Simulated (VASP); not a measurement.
# PbO (Pbcm) in VASP: notebook

Runs on PbO. Level: PBEsol. Tasks: single point.

Program: VASP 6.6.1. These are calculated values, not measurements. Logs are shortened: lines on timing, memory, paths and dates and some standing lists are left out, and cuts for length are marked.

**1. The cell of the first run**

The structure is orthorhombic, space group Pbcm (No. 57). The conventional cell has a = 5.876 Å, b = 5.476 Å, c = 4.743 Å, α = 90.00°, β = 90.00°, γ = 90.00°. Pb (site symmetry m) has 4 O at 2.17 to 2.50 Å within 2.9 Å. O (site symmetry m) has 5 Pb at 2.17 to 3.16 Å and 6 O at 2.97 to 3.15 Å within 3.2 Å.

**2. Single point, PBEsol**

Contents of INCAR:

```
  PREC = Accurate
  ENCUT = 520
  EDIFF = 1E-6
  ISMEAR = -1
  SIGMA = 0.05
  LREAL = False
  LASPH = True
  NELM = 100
  ALGO = Normal
  ISIF = 2
  LWAVE = False
  LCHARG = False
  GGA = PS
  NBANDS = 50
```

Contents of KPOINTS:

```
regular mesh
0
Gamma
  5 5 6
```

Contents of POSCAR:

```
PbO
1.0
    5.8760000000      0.0000000000      0.0000000000
    0.0000000000      5.4760000000      0.0000000000
    0.0000000000      0.0000000000      4.7430000000
Pb O
4 4
Direct
    0.7690000000      0.5140000000      0.2500000000
    0.2310000000      0.4860000000      0.7500000000
    0.7690000000      0.9860000000      0.7500000000
    0.2310000000      0.0140000000      0.2500000000
    0.1320000000      0.5820000000      0.2500000000
    0.8680000000      0.4180000000      0.7500000000
    0.1320000000      0.9180000000      0.7500000000
    0.8680000000      0.0820000000      0.2500000000
```

Potentials or basis: VASP PAW PBE potentials, release 64 (Pb_d, O).

The run is started by

```console
> cat potpaw_PBE.64/Pb_d/POTCAR potpaw_PBE.64/O/POTCAR > POTCAR
> mpirun -np 1 vasp_std > vasp.out
```

OUTCAR:

```text
PREC = Accurate
   ENCUT = 520
   EDIFF = 1E-6
   ISMEAR = -1
   LREAL = False
   LASPH = True
   NELM = 100
   ISIF = 2
   GGA = PS

 ion  position               nearest neighbor table
   1  0.769  0.514  0.250-   5 2.17   8 2.44   6 2.50   6 2.50   3 3.51   3 3.51   2 3.61   2 3.61
                             3 3.74   3 3.74   4 3.86   4 3.86   2 3.95   2 3.95
   2  0.231  0.486  0.750-   6 2.17   7 2.44   5 2.50   5 2.50   4 3.51   4 3.51   1 3.61   1 3.61
                             4 3.74   4 3.74   3 3.86   3 3.86   1 3.95   1 3.95
   3  0.769  0.986  0.750-   7 2.17   6 2.44   8 2.50   8 2.50   1 3.51   1 3.51   4 3.61   4 3.61
                             1 3.74   1 3.74   2 3.86   2 3.86   4 3.95   4 3.95
   4  0.231  0.014  0.250-   8 2.17   5 2.44   7 2.50   7 2.50   2 3.51   2 3.51   3 3.61   3 3.61
                             2 3.74   2 3.74   1 3.86   1 3.86   3 3.95   3 3.95
   5  0.132  0.582  0.250-   1 2.17   4 2.44   2 2.50   2 2.50
   6  0.868  0.418  0.750-   2 2.17   3 2.44   1 2.50   1 2.50
   7  0.132  0.918  0.750-   3 2.17   2 2.44   4 2.50   4 2.50
   8  0.868  0.082  0.250-   4 2.17   1 2.44   3 2.50   3 2.50

  LATTYP: Found a simple orthorhombic cell.
 ALAT       =     4.7430000000
 B/A-ratio  =     1.1545435378
 C/A-ratio  =     1.2388783470

  Lattice vectors:

 A1 = (   0.0000000000,   0.0000000000,  -4.7430000000)
 A2 = (   0.0000000000,   5.4760000000,   0.0000000000)
 A3 = (   5.8760000000,   0.0000000000,   0.0000000000)

Analysis of symmetry for initial positions (statically):
=====================================================================
 Subroutine PRICEL returns:
 Original cell was already a primitive cell.

 Routine SETGRP: Setting up the symmetry group for a
 simple orthorhombic supercell.

 Subroutine GETGRP returns: Found  8 space group operations
 (whereof  2 operations were pure point group operations)
 out of a pool of  8 trial point group operations.

The static configuration has the point symmetry S_2 .
 The point group associated with its full space group is D_2h.

Analysis of symmetry for dynamics (positions and initial velocities):
=====================================================================
 Subroutine PRICEL returns:
 Original cell was already a primitive cell.

 Routine SETGRP: Setting up the symmetry group for a
 simple orthorhombic supercell.

 Subroutine GETGRP returns: Found  8 space group operations
 (whereof  2 operations were pure point group operations)
 out of a pool of  8 trial point group operations.

The dynamic configuration has the point symmetry S_2 .
 The point group associated with its full space group is D_2h.

 Subroutine INISYM returns: Found  8 space group operations
 (whereof  2 operations are pure point group operations),
 and found     1 'primitive' translations

----------------------------------------------------------------------------------------

                                     Primitive cell

  volume of cell :     152.6154

  direct lattice vectors                    reciprocal lattice vectors
     5.876000000  0.000000000  0.000000000     0.170183799  0.000000000  0.000000000
     0.000000000  5.476000000  0.000000000     0.000000000  0.182615047  0.000000000
     0.000000000  0.000000000  4.743000000     0.000000000  0.000000000  0.210837023

  length of vectors
     5.876000000  5.476000000  4.743000000     0.170183799  0.182615047  0.210837023

  position of ions in fractional coordinates (direct lattice)
     0.769000000  0.514000000  0.250000000
     0.231000000  0.486000000  0.750000000
     0.769000000  0.986000000  0.750000000
     0.231000000  0.014000000  0.250000000
     0.132000000  0.582000000  0.250000000
     0.868000000  0.418000000  0.750000000
     0.132000000  0.918000000  0.750000000
     0.868000000  0.082000000  0.250000000

  ion indices of the primitive-cell ions
   primitive index   ion index
                 1           1
                 2           2
                 3           3
                 4           4
                 5           5
                 6           6
                 7           7
                 8           8

----------------------------------------------------------------------------------------

 KPOINTS: regular mesh

Automatic generation of k-mesh.
 Grid dimensions read from file:
 generate k-points for:    5    5    6

 Generating k-lattice:

  Cartesian coordinates                     Fractional coordinates (reciprocal lattice)
     0.034036760  0.000000000  0.000000000     0.200000000  0.000000000  0.000000000
     0.000000000  0.036523009  0.000000000     0.000000000  0.200000000  0.000000000
     0.000000000  0.000000000  0.035139504     0.000000000  0.000000000  0.166666667

  Length of vectors
     0.034036760  0.036523009  0.035139504

  Shift w.r.t. Gamma in fractional coordinates (k-lattice)
     0.000000000  0.000000000  0.000000000

 Subroutine IBZKPT returns following result:
 ===========================================

 Found     36 irreducible k-points:

 Following reciprocal coordinates:
            Coordinates               Weight
  0.000000  0.000000  0.000000      1.000000
  0.200000  0.000000  0.000000      2.000000
  0.400000  0.000000  0.000000      2.000000
  0.000000  0.200000  0.000000      2.000000
  0.200000  0.200000  0.000000      4.000000
  0.400000  0.200000  0.000000      4.000000
[... 16 lines left out ...]
  0.200000  0.200000  0.333333      8.000000
  0.400000  0.200000  0.333333      8.000000
 [... further k-points ...]
   k-points           NKPTS =     36   k-points in BZ     NKDIM =     36   number of bands    NBANDS=     50
   number of dos      NEDOS =    301   number of ions     NIONS =      8
   total plane-waves  NPLWV =  72576
   dimension x,y,z NGX =    48 NGY =   42 NGZ =   36
   dimension x,y,z NGXF=    96 NGYF=   84 NGZF=   72
   ions per type =               4   4
   NGX,Y,Z   is equivalent  to a cutoff of  13.58, 12.75, 12.62 a.u.
   NGXF,Y,Z  is equivalent  to a cutoff of  27.16, 25.50, 25.24 a.u.
 SYSTEM =  unknown system
   PREC   = accura    normal or accurate (medium, high low for compatibility)
   ISTART =      0    job   : 0-new  1-cont  2-samecut
   ICHARG =      2    charge: 1-file 2-atom 10-const
   ISPIN  =      1    spin polarized calculation?
   LNONCOLLINEAR =      F non collinear calculations
   LSORBIT =      F    spin-orbit coupling
   LASPH  =      T    aspherical Exc in radial PAW
   ENCUT  =  520.0 eV  38.22 Ry    6.18 a.u.  10.93 10.18  8.82*2*pi/ulx,y,z
   NELM   =    100;   NELMIN=  2; NELMDL= -5     # of ELM steps
   EDIFF  = 0.1E-05   stopping-criterion for ELM
   LREAL  =      F    real-space projection
[... 7 lines left out ...]
   TEBEG  =    0.0;   TEEND  =   0.0 temperature during run
   PSTRESS=    0.0 pullay stress
   NELECT =      80.0000    total number of electrons
   NUPDOWN=      -1.0000    fix difference up-down
   EMIN   =  10.00;   EMAX   =-10.00  energy-range for DOS
   EFERMI =   0.00;   METHOD = LEGACY
   ISMEAR =    -1;   SIGMA  =   0.05  broadening in eV -4-tet -1-fermi 0-gaus
   EFERMI_NEDOS =   21; number of points for ismear=-14 and -15
   IALGO  =     38    algorithm
   IMIX   =      4    mixing-type and parameters
     AMIX     =   0.40;   BMIX     =  1.00
     AMIX_MAG =   1.60;   BMIX_MAG =  1.00
  volume/ion in A,a.u.               =      19.08       128.74
  Fermi-wavevector in a.u.,A,eV,Ry     =   1.319994  2.494427 23.706585  1.742385
  Thomas-Fermi vector in A             =   2.449852
   LORBIT       =      0    0 simple, 1 ext, 2 COOP (PROOUT), +10 PAW based schemes
   GGA     = PS    functional components
   LHFCALC =     F    Hartree Fock is set to
   AEXX    =    0.0000 exact exchange contribution
   IVDW    =     0    specifies the selected vdW correction
   LEPSILON=     F    determine dielectric tensor
   LRPA    =     F    only Hartree local field effects (RPA)
 non-spin polarized calculation
  energy-cutoff  :      520.00
  volume of cell :      152.62
 maximum number of plane-waves:      4140
 NGX is ok and might be reduce to    48
   NGX = 21   NGY = 21   NGZ = 17

 number of electron      79.9999990 magnetization

 Free energy of the ion-electron system (eV)
  ---------------------------------------------------
  ext. energy  EPLUGINS =         0.00000000
  ---------------------------------------------------
  free energy    TOTEN  =       -45.26465892 eV

  energy without entropy =      -45.26465891  energy(sigma->0) =      -45.26465891

 E-fermi :   5.6122     XC(G=0): -10.3871

 val. band max:        4.6409473109   @ k =   0.4000   0.2000   0.0000
 cond. band min:       6.5336819442   @ k =   0.4000   0.4000   0.3333
 fundamental gap:      1.8927346333
 Fermi energy:         5.6121521892

 k-point     1 :       0.0000    0.0000    0.0000
  band No.  band energies     occupation
      1     -12.7743      2.00000
      2     -12.5927      2.00000
      3     -12.5174      2.00000
      4     -12.4542      2.00000
      5     -10.8171      2.00000
      6     -10.7545      2.00000
[... 42 lines left out ...]
     49      12.2477      0.00000
     50      12.7461      0.00000

 k-point     2 :       0.2000    0.0000    0.0000
  band No.  band energies     occupation
      1     -12.7621      2.00000
      2     -12.5854      2.00000
      3     -12.5073      2.00000
      4     -12.4449      2.00000
      5     -10.8136      2.00000
      6     -10.7582      2.00000
[... 42 lines left out ...]
     49      12.1418      0.00000
     50      12.1883      0.00000

 k-point     3 :       0.4000    0.0000    0.0000
  band No.  band energies     occupation
      1     -12.7420      2.00000
      2     -12.5733      2.00000
      3     -12.4908      2.00000
      4     -12.4296      2.00000
      5     -10.8063      2.00000
      6     -10.7658      2.00000
[... 1102 lines left out ...]
     49      11.7039      0.00000
     50      11.9049      0.00000

 k-point    24 :       0.4000    0.2000    0.3333
  band No.  band energies     occupation
      1     -12.5346      2.00000
      2     -12.4697      2.00000
      3     -12.4056      2.00000
      4     -12.3899      2.00000
      5     -10.7327      2.00000
      6     -10.7171      2.00000
[... 42 lines left out ...]
     49      11.9477      0.00000
     50      12.2397      0.00000

 [... further k-points ...]

------------------------ aborting loop because EDIFF is reached ----------------------------------------

  FORCE on cell =-STRESS in cart. coord.  units (eV):
  Direction    XX          YY          ZZ          XY          YZ          ZX
  --------------------------------------------------------------------------------------
  -------------------------------------------------------------------------------------
  Total        2.5398398     -5.0698073     -2.5077922      0.0000000      0.0000000      0.0000000
  in kB       26.6635860    -53.2235308    -26.3271454      0.0000000      0.0000000      0.0000000
  external PRESSURE =     -17.6290301 kB  Pullay stress =       0.0000000 kB

 VOLUME and BASIS-vectors are now :
 -----------------------------------------------------------------------------
  energy-cutoff  :      520.00
  volume of cell :      152.62
      direct lattice vectors                 reciprocal lattice vectors
     5.876000000  0.000000000  0.000000000     0.170183799  0.000000000  0.000000000
     0.000000000  5.476000000  0.000000000     0.000000000  0.182615047  0.000000000
     0.000000000  0.000000000  4.743000000     0.000000000  0.000000000  0.210837023

 POSITION                                       TOTAL-FORCE (eV/Angst)
 -----------------------------------------------------------------------------------
      4.51864      2.81466      1.18575        -0.032306     -0.960120     -0.000000
      1.35736      2.66134      3.55725         0.032306      0.960120      0.000000
      4.51864      5.39934      3.55725        -0.032306      0.960120      0.000000
      1.35736      0.07666      1.18575         0.032306     -0.960120     -0.000000
      0.77563      3.18703      1.18575         0.691265      0.338773      0.000000
      5.10037      2.28897      3.55725        -0.691265     -0.338773     -0.000000
      0.77563      5.02697      3.55725         0.691265     -0.338773      0.000000
      5.10037      0.44903      1.18575        -0.691265      0.338773     -0.000000
 -----------------------------------------------------------------------------------
    total drift:                                0.000000      0.000000     -0.000000

  FREE ENERGIE OF THE ION-ELECTRON SYSTEM (eV)
  ---------------------------------------------------
  free  energy   TOTEN  =       -45.2646589158 eV

  energy  without entropy=      -45.2646589135  energy(sigma->0) =      -45.26465891
```

Run time: 4.7 min. Hardware: 1 thread of Intel Xeon Platinum 8488C (Sapphire Rapids), shared host; peak memory 0.37 GiB.

Results:

```
Free energy            : -45.2647 eV
Pressure               : -1.8 GPa
Largest force          : 0.961 eV/Å
Band gap on the k mesh : 1.89 eV (least direct gap 2.08 eV)
```

Forces in eV/Å, atoms in the order of the input:
```
Pb  -0.032 -0.960  0.000
Pb   0.032  0.960  0.000
Pb  -0.032  0.960  0.000
Pb   0.032 -0.960  0.000
O    0.691  0.339  0.000
O   -0.691 -0.339  0.000
O    0.691 -0.339  0.000
O   -0.691  0.339  0.000
```

Stress tensor (GPa, compression positive):
```
 2.67  0.00  0.00
 0.00 -5.32  0.00
 0.00  0.00 -2.63
```

Caveat: the stress differs along the axes, from -5 to 3 GPa; the PAW data sets were made with another functional, which shifts forces and pressure a little; spin-orbit coupling is left out, which moves the levels of the heavy elements. A k mesh can miss the band edges.

**3. Single point, PBEsol**

This run uses another cell than the first one, of 19.46 Å³/atom.

Contents of INCAR:

```
SYSTEM = PbO
ALGO = Normal
EDIFF = 1E-7
ENCUT = 520
GGA = PS
ISIF = 2
ISMEAR = -1
LASPH = .TRUE.
LCHARG = .TRUE.
LELF = .TRUE.
LREAL = .FALSE.
LVHAR = .TRUE.
LWAVE = .FALSE.
NBANDS = 50
NELM = 100
PREC = Accurate
SIGMA = 0.05
```

Contents of KPOINTS:

```
k-points
0
G
  5 5 6
  0 0 0
```

POSCAR, as its differences from that of step 2:

```diff
@@ -2,5 +2,5 @@
 1.0
-    5.8760000000      0.0000000000      0.0000000000
-    0.0000000000      5.4760000000      0.0000000000
-    0.0000000000      0.0000000000      4.7430000000
+    5.9149150414      0.0000000000      0.0000000000
+    0.0000000000      5.5122659576      0.0000000000
+    0.0000000000      0.0000000000      4.7744115114
 Pb O
```

Potentials or basis: VASP PAW PBE potentials, release 64 (Pb_d, O).

The run is started by

```console
> cat potpaw_PBE.64/Pb_d/POTCAR potpaw_PBE.64/O/POTCAR > POTCAR
> mpirun -np 1 vasp_std > vasp.out
```

Run time: 4.2 min. Hardware: 1 thread of Intel Xeon Platinum 8488C (Sapphire Rapids), shared host; peak memory 0.38 GiB.

It converged, with:

```
Free energy            : -45.2193 eV
Pressure               : -3.3 GPa
Largest force          : 1.031 eV/Å
Band gap on the k mesh : 1.87 eV (least direct gap 2.05 eV)
```

Forces in eV/Å, atoms in the order of the input:
```
Pb   0.234 -1.005  0.000
Pb  -0.234  1.005  0.000
Pb   0.234  1.005  0.000
Pb  -0.234 -1.005  0.000
O    0.594  0.328  0.000
O   -0.594 -0.328  0.000
O    0.594 -0.328  0.000
O   -0.594  0.328  0.000
```

Stress tensor (GPa, compression positive):
```
 0.58  0.00  0.00
 0.00 -6.43  0.00
 0.00  0.00 -4.10
```

Levels at points of the mesh, in eV from the valence-band top:
```tsv
k point	band 38	band 39	band 40	band 41	band 42	band 43
(0.00, 0.00, 0.00)	-0.96	-0.34	-0.02	3.48	3.96	4.30
(0.00, 0.00, 0.50)	-0.68	-0.15	-0.15	4.10	4.10	4.61
```

Caveat: the stress differs along the axes, from -6 to 1 GPa; the PAW data sets were made with another functional, which shifts forces and pressure a little; spin-orbit coupling is left out, which moves the levels of the heavy elements. A k mesh can miss the band edges.

**4. Single point, PBEsol**

This run uses another cell than the first one, of 19.84 Å³/atom.

Contents of INCAR:

```
  ALGO = Normal
  EDIFF = 1E-6
  ENCUT = 520
  GGA = PS
  ISIF = 2
  ISMEAR = -1
  LASPH = T
  LCHARG = F
  LREAL = F
  LWAVE = F
  NBANDS = 50
  NELM = 80
  PREC = Accurate
  SIGMA = 0.05
```

Contents of KPOINTS:

```
k-points
0
Gamma
  5 5 6
```

POSCAR, as its differences from that of step 3:

```diff
@@ -2,5 +2,5 @@
 1.0
-    5.9149150414      0.0000000000      0.0000000000
-    0.0000000000      5.5122659576      0.0000000000
-    0.0000000000      0.0000000000      4.7744115114
+    5.9533246568      0.0000000000      0.0000000000
+    0.0000000000      5.5480608953      0.0000000000
+    0.0000000000      0.0000000000      4.8054150523
 Pb O
```

The run is started by

```console
> cat potpaw_PBE.64/Pb_d/POTCAR potpaw_PBE.64/O/POTCAR > POTCAR
> mpirun -np 1 vasp_std > vasp.out
```

It took 4.9 min on 1 thread of Intel Xeon Platinum 8488C (Sapphire Rapids), shared host; peak memory 0.37 GiB.

It converged, with:

| Property | Result |
| --- | --- |
| Free energy | -45.1459 eV |
| Pressure | -4.7 GPa |
| Largest force | 1.151 eV/Å |
| Band gap on the k mesh | 1.84 eV (least direct gap 2.03 eV) |

Forces on the atoms (eV/Å):
```
Pb   0.480 -1.046  0.000
Pb  -0.480  1.046  0.000
Pb   0.480  1.046  0.000
Pb  -0.480 -1.046  0.000
O    0.504  0.317  0.000
O   -0.504 -0.317  0.000
O    0.504 -0.317  0.000
O   -0.504  0.317  0.000
```

Stress tensor (GPa, compression positive):
```
-1.30  0.00  0.00
 0.00 -7.42  0.00
 0.00  0.00 -5.40
```

Levels at points of the mesh, in eV from the valence-band top:
```
           k point  band 37  band 38  band 39  band 40  band 41  band 42  band 43  band 44
(0.00, 0.00, 0.00)    -1.35    -0.90    -0.33    -0.03     3.43     3.89     4.25     4.60
(0.00, 0.00, 0.50)    -0.66    -0.66    -0.15    -0.15     4.05     4.05     4.52     4.52
```

Caveat: the stress differs along the axes, from -7 to -1 GPa; the PAW data sets were made with another functional, which shifts forces and pressure a little; spin-orbit coupling is left out, which moves the levels of the heavy elements. A k mesh can miss the band edges.

**5. Overview**

| cell | gap on the mesh (eV) | pressure (GPa) | largest force (eV/Å) |
| --- | --- | --- | --- |
| a = 5.876, b = 5.476, c = 4.743 Å, 8 atoms | 1.89 | -1.8 | 0.96 |
| a = 5.915, b = 5.512, c = 4.774 Å, 8 atoms | 1.87 | -3.3 | 1.03 |
| a = 5.953, b = 5.548, c = 4.805 Å, 8 atoms | 1.84 | -4.7 | 1.15 |

Alike in all rows: task single point; level PBEsol; potentials or basis VASP PAW PBE potentials, release 64 (Pb_d, O); no spin polarisation; k mesh 5 × 5 × 6; cutoff (eV) 520; smearing fermi-dirac 0.05 eV.

Caveats: the PAW data sets were made with another functional, which shifts forces and pressure a little; spin-orbit coupling is left out, which moves the levels of the heavy elements; the stress differs along the axes, from -5 to 3 GPa (at least some runs); the stress differs along the axes, from -6 to 1 GPa (at least some runs); the stress differs along the axes, from -7 to -1 GPa (at least some runs).

Total energies depend on the potentials used, so only differences within one code and one set of settings carry meaning.
